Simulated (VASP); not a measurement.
The system is Rh.

```
Rh
1.0
     0.00000    1.91042    1.91042
     1.91042    0.00000    1.91042
     1.91042    1.91042    0.00000
Rh
1
Direct
  0.00000 0.00000 0.00000
```

Base run:

```yaml
Program: VASP 6.6.1
Functional: revPBE
Potentials_or_basis: VASP PAW PBE potentials, release 64 (Rh_pv)
Cutoff: 520 eV
k_mesh: 12 × 12 × 12
Occupations: fermi-dirac, width 0.05 eV
Spin: no spin polarisation
```

Its results: pressure 5.2 GPa.

Task: The run is repeated on the same cell with these changes: functional from revPBE to PBEsol. What comes out?

Result: Pressure -9.0 GPa.

PBEsol binds more tightly than revPBE, so the same cell stands under less pressure.

Caveats: the PAW data sets were made with another functional, which shifts forces and pressure a little.
